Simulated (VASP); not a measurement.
# C (C2/m) in VASP: a series of runs

The runs below take C through single point, with PBE+D3(BJ).

Everything below comes from runs of VASP 6.6.1. Logs are shortened: lines on timing, memory, paths and dates and some standing lists are left out, and cuts for length are marked.

## Step 1: The cell of the first run

It takes space group C2/m (No. 12, monoclinic). Conventional cell: a = 4.269 Å, b = 2.465 Å, c = 3.650 Å, α = 90.00°, β = 112.95°, γ = 90.00°. C (site symmetry m) has 3 C at 1.42 to 1.46 Å within 1.9 Å.

## Step 2: Single point, PBE+D3(BJ) (atoms displaced along several vibrational modes)

Input file INCAR:

```
ALGO = Normal ; EDIFF = 1E-6
ENCUT = 520 ; GGA = PE
ISIF = 2 ; ISMEAR = 0
IVDW = 12 ; LASPH = True
LCHARG = True ; LELF = True
LREAL = False ; LVHAR = True
LWAVE = False ; NBANDS = 11
NELM = 60 ; PREC = Accurate
SIGMA = 0.05
```

Input file KPOINTS:

```
k-points
0
Gamma
  15 15 15
```

Input file POSCAR:

```
C
1.0
    1.2324984681      0.7115833223      3.3613878357
   -1.2324984681      0.7115833223      3.3613878357
    0.0000000000     -1.4231666447      3.3613878357
C
2
Direct
    0.1630383849      0.1630383849      0.1524985088
    0.8369616151      0.8369616151      0.8475014912
```

Potentials or basis: VASP PAW PBE potentials, release 64 (C).

Launch:

```bash
$ cat potpaw_PBE.64/C/POTCAR > POTCAR
$ mpirun -np 1 vasp_std > vasp.out
```

OUTCAR:

```text
EDIFF = 1E-6
   ENCUT = 520
   GGA = PE
   ISIF = 2
   ISMEAR = 0
   IVDW = 12
   LASPH = True
   LREAL = False
   NELM = 60
   PREC = Accurate
 IVDW          = 12

 ion  position               nearest neighbor table
   1  0.163  0.163  0.152-   2 1.42   2 1.42   2 1.46
   2  0.837  0.837  0.848-   1 1.42   1 1.42   1 1.46

  LATTYP: Found a trigonal (rhomboedric) cell.
 ALAT       =     3.6502508791
 COS(alpha) =     0.7719881893

  Lattice vectors:

 A1 = (   1.2324984681,   0.7115833223,   3.3613878357)
 A2 = (  -1.2324984681,   0.7115833223,   3.3613878357)
 A3 = (   0.0000000000,  -1.4231666447,   3.3613878357)

Analysis of symmetry for initial positions (statically):
=====================================================================
 Subroutine PRICEL returns:
 Original cell was already a primitive cell.

 Routine SETGRP: Setting up the symmetry group for a
 trigonal (rhombohedral) supercell.

 Subroutine GETGRP returns: Found  4 space group operations
 (whereof  4 operations were pure point group operations)
 out of a pool of 12 trial point group operations.

The static configuration has the point symmetry C_2h.

Analysis of symmetry for dynamics (positions and initial velocities):
=====================================================================
 Subroutine PRICEL returns:
 Original cell was already a primitive cell.

 Routine SETGRP: Setting up the symmetry group for a
 trigonal (rhombohedral) supercell.

 Subroutine GETGRP returns: Found  4 space group operations
 (whereof  4 operations were pure point group operations)
 out of a pool of 12 trial point group operations.

The dynamic configuration has the point symmetry C_2h.

 Subroutine INISYM returns: Found  4 space group operations
 (whereof  4 operations are pure point group operations),
 and found     1 'primitive' translations

----------------------------------------------------------------------------------------

                                     Primitive cell

  volume of cell :      17.6881

  direct lattice vectors                    reciprocal lattice vectors
     1.232498468  0.711583322  3.361387836     0.405680017  0.234219467  0.099165389
    -1.232498468  0.711583322  3.361387836    -0.405680017  0.234219467  0.099165389
     0.000000000 -1.423166645  3.361387836     0.000000000 -0.468438935  0.099165389

  length of vectors
     3.650250879  3.650250879  3.650250879     0.478820227  0.478820227  0.478820227

  position of ions in fractional coordinates (direct lattice)
     0.163038385  0.163038385  0.152498509
     0.836961615  0.836961615  0.847501491

  ion indices of the primitive-cell ions
   primitive index   ion index
                 1           1
                 2           2

----------------------------------------------------------------------------------------

 KPOINTS: k-points

Automatic generation of k-mesh.
 Grid dimensions read from file:
 generate k-points for:   15   15   15

 Generating k-lattice:

  Cartesian coordinates                     Fractional coordinates (reciprocal lattice)
     0.027045334  0.015614631  0.006611026     0.066666667  0.000000000  0.000000000
    -0.027045334  0.015614631  0.006611026     0.000000000  0.066666667  0.000000000
     0.000000000 -0.031229262  0.006611026     0.000000000  0.000000000  0.066666667

  Length of vectors
     0.031921348  0.031921348  0.031921348

  Shift w.r.t. Gamma in fractional coordinates (k-lattice)
     0.000000000  0.000000000  0.000000000

 Subroutine IBZKPT returns following result:
 ===========================================

 Found    904 irreducible k-points:

 Following reciprocal coordinates:
            Coordinates               Weight
  0.000000  0.000000  0.000000      1.000000
  0.066667 -0.000000  0.000000      4.000000
  0.000000  0.000000  0.066667      2.000000
  0.133333  0.000000  0.000000      4.000000
  0.000000  0.000000  0.133333      2.000000
  0.200000  0.000000 -0.000000      4.000000
[... 16 lines left out ...]
  0.066667  0.000000  0.200000      4.000000
  0.266667  0.066667  0.000000      4.000000
 [... further k-points ...]
   k-points           NKPTS =    904   k-points in BZ     NKDIM =    904   number of bands    NBANDS=     11
   number of dos      NEDOS =    301   number of ions     NIONS =      2
   total plane-waves  NPLWV =  21952
   dimension x,y,z NGX =    28 NGY =   28 NGZ =   28
   dimension x,y,z NGXF=    56 NGYF=   56 NGZF=   56
   ions per type =               2
   NGX,Y,Z   is equivalent  to a cutoff of  12.75, 12.75, 12.75 a.u.
   NGXF,Y,Z  is equivalent  to a cutoff of  25.50, 25.50, 25.50 a.u.
 SYSTEM =  unknown system
   PREC   = accura    normal or accurate (medium, high low for compatibility)
   ISTART =      0    job   : 0-new  1-cont  2-samecut
   ICHARG =      2    charge: 1-file 2-atom 10-const
   ISPIN  =      1    spin polarized calculation?
   LNONCOLLINEAR =      F non collinear calculations
   LSORBIT =      F    spin-orbit coupling
   LASPH  =      T    aspherical Exc in radial PAW
   ENCUT  =  520.0 eV  38.22 Ry    6.18 a.u.   6.79  6.79  6.79*2*pi/ulx,y,z
   NELM   =     60;   NELMIN=  2; NELMDL= -5     # of ELM steps
   EDIFF  = 0.1E-05   stopping-criterion for ELM
   LREAL  =      F    real-space projection
   EDIFFG = 0.1E-04   stopping-criterion for IOM
   NSW    =      0    number of steps for IOM
   IBRION =     -1    ionic relax: 0-MD 1-quasi-New 2-CG
   NFREE  =      0    steps in history (QN), initial steepest desc. (CG)
   ISIF   =      2    stress and relaxation
   ISYM   =      2    0-nonsym 1-usesym 2-fastsym
   POTIM  = 0.5000    time-step for ionic-motion
   TEBEG  =    0.0;   TEEND  =   0.0 temperature during run
   PSTRESS=    0.0 pullay stress
   NELECT =       8.0000    total number of electrons
   NUPDOWN=      -1.0000    fix difference up-down
   EMIN   =  10.00;   EMAX   =-10.00  energy-range for DOS
   EFERMI =   0.00;   METHOD = LEGACY
   ISMEAR =     0;   SIGMA  =   0.05  broadening in eV -4-tet -1-fermi 0-gaus
   EFERMI_NEDOS =   21; number of points for ismear=-14 and -15
   IALGO  =     38    algorithm
   IMIX   =      4    mixing-type and parameters
     AMIX     =   0.40;   BMIX     =  1.00
     AMIX_MAG =   1.60;   BMIX_MAG =  1.00
  volume/ion in A,a.u.               =       8.84        59.68
  Fermi-wavevector in a.u.,A,eV,Ry     =   1.256640  2.374705 21.485554  1.579144
  Thomas-Fermi vector in A             =   2.390338
   LORBIT       =      0    0 simple, 1 ext, 2 COOP (PROOUT), +10 PAW based schemes
   GGA     = PE    functional components
   LHFCALC =     F    Hartree Fock is set to
   AEXX    =    0.0000 exact exchange contribution
   IVDW    =    12    specifies the selected vdW correction
   LEPSILON=     F    determine dielectric tensor
   LRPA    =     F    only Hartree local field effects (RPA)
 non-spin polarized calculation
 Gauss-broadening in eV      SIGMA  =   0.05
  energy-cutoff  :      520.00
  volume of cell :       17.69
 maximum number of plane-waves:       490
   NGX = 13   NGY = 13   NGZ = 13

 number of electron       8.0000000 magnetization

 Free energy of the ion-electron system (eV)
  ---------------------------------------------------
  ext. energy  EPLUGINS =         0.00000000
  ---------------------------------------------------
  free energy    TOTEN  =       -18.23211817 eV

  energy without entropy =      -18.23211817  energy(sigma->0) =      -18.23211817

 E-fermi :   4.6436     XC(G=0): -10.3353

 val. band max:        4.3158946470   @ k =   0.2000  -0.1333  -0.4667
 cond. band min:       4.8925483156   @ k =   0.2000  -0.1333  -0.4667
 fundamental gap:      0.5766536686
 Fermi energy:         4.6436272831

 k-point     1 :       0.0000    0.0000    0.0000
  band No.  band energies     occupation
      1     -14.9435      2.00000
      2      -1.8162      2.00000
      3       1.3976      2.00000
      4       2.2897      2.00000
      5       8.4508      0.00000
      6      12.4197      0.00000
      7      13.5851      0.00000
      8      16.3464      0.00000
      9      17.2470      0.00000
     10      27.3702      0.00000
     11      30.5485      0.00000

 k-point     2 :       0.0667   -0.0000    0.0000
  band No.  band energies     occupation
      1     -14.8359      2.00000
      2      -1.7103      2.00000
      3       1.0352      2.00000
      4       2.0043      2.00000
      5       8.5848      0.00000
      6      12.7130      0.00000
      7      13.7664      0.00000
      8      16.0014      0.00000
      9      17.4530      0.00000
     10      27.6907      0.00000
     11      29.7507      0.00000

 k-point     3 :       0.0000    0.0000    0.0667
  band No.  band energies     occupation
      1     -14.8353      2.00000
      2      -1.7119      2.00000
      3       1.2001      2.00000
      4       1.8238      2.00000
      5       8.5814      0.00000
      6      12.5406      0.00000
      7      14.0016      0.00000
      8      16.0201      0.00000
      9      17.4182      0.00000
     10      27.6918      0.00000
     11      29.5438      0.00000

 k-point     4 :       0.1333    0.0000    0.0000
  band No.  band energies     occupation
      1     -14.5140      2.00000
      2      -1.3993      2.00000
      3       0.0208      2.00000
      4       1.3321      2.00000
      5       8.9671      0.00000
      6      13.0306      0.00000
      7      14.6012      0.00000
      8      15.1136      0.00000
      9      18.0942      0.00000
     10      27.7222      0.00000
     11      28.5540      0.00000
[... 239 lines left out ...]
 k-point    22 :      -0.2000    0.0000   -0.0667
  band No.  band energies     occupation
      1     -14.1830      2.00000
      2      -1.2516      2.00000
      3      -0.8066      2.00000
      4       0.7829      2.00000
      5       9.5056      0.00000
      6      13.5215      0.00000
      7      14.2780      0.00000
      8      15.0184      0.00000
      9      18.8420      0.00000
     10      26.0206      0.00000
     11      29.0179      0.00000

 k-point    23 :       0.0667    0.0000    0.2000
  band No.  band energies     occupation
      1     -14.1786      2.00000
      2      -1.2139      2.00000
      3      -0.3152      2.00000
      4       0.1769      2.00000
      5       9.4866      0.00000
      6      13.0074      0.00000
      7      14.4445      0.00000
      8      15.7241      0.00000
      9      18.7233      0.00000
     10      25.7548      0.00000
     11      29.0314      0.00000

 k-point    24 :       0.2667    0.0667    0.0000
  band No.  band energies     occupation
      1     -13.5399      2.00000
      2      -2.3126      2.00000
      3      -0.5434      2.00000
      4      -0.1942      2.00000
      5       9.9394      0.00000
      6      12.9709      0.00000
      7      13.6099      0.00000
      8      16.9077      0.00000
      9      19.8377      0.00000
     10      24.3109      0.00000
     11      28.1826      0.00000

 [... further k-points ...]

------------------------ aborting loop because EDIFF is reached ----------------------------------------

 Edisp (eV)   -0.31218

 E8    (eV) :    -0.0885

  FORCE on cell =-STRESS in cart. coord.  units (eV):
  Direction    XX          YY          ZZ          XY          YZ          ZX
  --------------------------------------------------------------------------------------
  -------------------------------------------------------------------------------------
  Total       0.43798    -0.17639    -0.39812     0.00000     0.21449     0.00000
  in kB      39.67149   -15.97748   -36.06155     0.00000    19.42878     0.00000
  external pressure =       -4.12 kB  Pullay stress =        0.00 kB

 VOLUME and BASIS-vectors are now :
 -----------------------------------------------------------------------------
  energy-cutoff  :      520.00
  volume of cell :       17.69
      direct lattice vectors                 reciprocal lattice vectors
     1.232498468  0.711583322  3.361387836     0.405680017  0.234219467  0.099165389
    -1.232498468  0.711583322  3.361387836    -0.405680017  0.234219467  0.099165389
     0.000000000 -1.423166645  3.361387836     0.000000000 -0.468438935  0.099165389

 POSITION                                       TOTAL-FORCE (eV/Angst)
 -----------------------------------------------------------------------------------
      0.00000      0.01500      1.60868         0.000000     -1.503373      2.341409
      0.00000     -0.01500      8.47549         0.000000      1.503373     -2.341409
 -----------------------------------------------------------------------------------
    total drift:                               -0.000000      0.000000     -0.000000

  FREE ENERGIE OF THE ION-ELECTRON SYSTEM (eV)
  ---------------------------------------------------
  free  energy   TOTEN  =       -18.5442954157 eV

  energy  without entropy=      -18.5442954157  energy(sigma->0) =      -18.54429542
```

It took 5.7 min on 1 thread of Intel Xeon 8259CL, shared host; peak memory 0.28 GiB.

What came out:

* Free energy: -18.5443 eV
* Pressure: -0.4 GPa
* Largest force: 2.783 eV/Å
* Dispersion energy per atom: -0.156 eV

Forces on the atoms (eV/Å):
```
C    0.000 -1.503  2.341
C    0.000  1.503 -2.341
```

Stress tensor (GPa, compression positive):
```
 3.97  0.00  0.00
 0.00 -1.60  1.94
 0.00  1.94 -3.61
```

Caveat: the cell differs from its parent crystal (atoms displaced along several vibrational modes); the stress differs along the axes, from -4 to 4 GPa; forces of over 1 eV/Å act on the atoms, so gaps and moduli don't describe the material at rest.

## Step 3: Single point, PBE+D3(BJ) (atoms displaced along several vibrational modes)

Input file INCAR:

```
PREC = Accurate
ENCUT = 520
EDIFF = 1E-6
ISMEAR = 0
SIGMA = 0.05
LREAL = False
LASPH = True
NELM = 60
ALGO = Normal
ISIF = 2
LWAVE = False
LCHARG = True
GGA = PE
IVDW = 12
LELF = True
LVHAR = True
NBANDS = 11
```

Input file KPOINTS:

```
Automatic mesh
0
Gamma
  15 15 15
```

Input file POSCAR:

```
C
1.0
    1.2324984681      0.7115833223      3.3613878357
   -1.2324984681      0.7115833223      3.3613878357
    0.0000000000     -1.4231666447      3.3613878357
C
2
Direct
    0.1654325128      0.1654325128      0.1759723888
    0.8345674872      0.8345674872      0.8240276112
```

Potentials or basis: VASP PAW PBE potentials, release 64 (C).

Launch:

```bash
$ cat potpaw_PBE.64/C/POTCAR > POTCAR
$ mpirun -np 1 vasp_std > vasp.out
```

OUTCAR:

```text
PREC = Accurate
   ENCUT = 520
   EDIFF = 1E-6
   ISMEAR = 0
   LREAL = False
   LASPH = True
   NELM = 60
   ISIF = 2
   GGA = PE
   IVDW = 12
 IVDW          = 12

 ion  position               nearest neighbor table
   1  0.165  0.165  0.176-   2 1.39   2 1.44   2 1.44
   2  0.835  0.835  0.824-   1 1.39   1 1.44   1 1.44

  LATTYP: Found a trigonal (rhomboedric) cell.
 ALAT       =     3.6502508791
 COS(alpha) =     0.7719881893

  Lattice vectors:

 A1 = (   1.2324984681,   0.7115833223,   3.3613878357)
 A2 = (  -1.2324984681,   0.7115833223,   3.3613878357)
[... 522 lines left out ...]

 Edisp (eV)   -0.31203

 E8    (eV) :    -0.0884

  FORCE on cell =-STRESS in cart. coord.  units (eV):
  Direction    XX          YY          ZZ          XY          YZ          ZX
  --------------------------------------------------------------------------------------
  -------------------------------------------------------------------------------------
  Total      -0.21360     0.49487    -0.03275     0.00000     0.07830     0.00000
  in kB     -19.34792    44.82490    -2.96645     0.00000     7.09263     0.00000
  external pressure =        7.50 kB  Pullay stress =        0.00 kB

 VOLUME and BASIS-vectors are now :
 -----------------------------------------------------------------------------
  energy-cutoff  :      520.00
  volume of cell :       17.69
      direct lattice vectors                 reciprocal lattice vectors
     1.232498468  0.711583322  3.361387836     0.405680017  0.234219467  0.099165389
    -1.232498468  0.711583322  3.361387836    -0.405680017  0.234219467  0.099165389
     0.000000000 -1.423166645  3.361387836     0.000000000 -0.468438935  0.099165389

 POSITION                                       TOTAL-FORCE (eV/Angst)
 -----------------------------------------------------------------------------------
      0.00000     -0.01500      1.70368         0.000000      1.664983     -0.775417
      0.00000      0.01500      8.38049         0.000000     -1.664983      0.775417
 -----------------------------------------------------------------------------------
    total drift:                                0.000000     -0.000000      0.000000

  FREE ENERGIE OF THE ION-ELECTRON SYSTEM (eV)
  ---------------------------------------------------
  free  energy   TOTEN  =       -18.6920817307 eV

  energy  without entropy=      -18.6920780774  energy(sigma->0) =      -18.69207990
```

OSZICAR:

```text
N       E                     dE             d eps       ncg     rms          rms(c)
DAV:   1     0.611877682386E+01    0.61188E+01   -0.45430E+03 20414   0.663E+02
DAV:   2    -0.189611287440E+02   -0.25080E+02   -0.23722E+02 26166   0.131E+02
DAV:   3    -0.195617170502E+02   -0.60059E+00   -0.59945E+00 24885   0.170E+01
DAV:   4    -0.195639300113E+02   -0.22130E-02   -0.22128E-02 23250   0.127E+00
DAV:   5    -0.195639386046E+02   -0.85933E-05   -0.85933E-05 25165   0.729E-02    0.632E+00
DAV:   6    -0.186621541437E+02    0.90178E+00   -0.77445E-01 23367   0.508E+00    0.368E+00
DAV:   7    -0.183767415387E+02    0.28541E+00   -0.87115E-01 23940   0.543E+00    0.103E+00
DAV:   8    -0.183801499477E+02   -0.34084E-02   -0.19279E-02 22236   0.889E-01    0.113E-01
DAV:   9    -0.183799824941E+02    0.16745E-03   -0.52844E-04 24234   0.148E-01    0.523E-02
DAV:  10    -0.183800541192E+02   -0.71625E-04   -0.12018E-04 22482   0.774E-02    0.248E-02
DAV:  11    -0.183800546627E+02   -0.54355E-06   -0.65800E-06 24277   0.152E-02
   1 F= -.18692082E+02 E0= -.18692080E+02  d E =-.365334E-05
```

Wall time 4.7 min (1 thread of Intel Xeon 8259CL, shared host); peak memory 0.28 GiB.

Results:

| Item | Value |
| --- | --- |
| Free energy | -18.6921 eV |
| Pressure | 0.8 GPa |
| Largest force | 1.837 eV/Å |
| Dispersion energy per atom | -0.156 eV |

Forces on the atoms (eV/Å):
```
C    0.000  1.665 -0.775
C    0.000 -1.665  0.775
```

Caveat: the cell differs from its parent crystal (atoms displaced along several vibrational modes); the stress differs along the axes, from -2 to 4 GPa; forces of over 1 eV/Å act on the atoms, so gaps and moduli don't describe the material at rest.

[end of part 1 of 2]
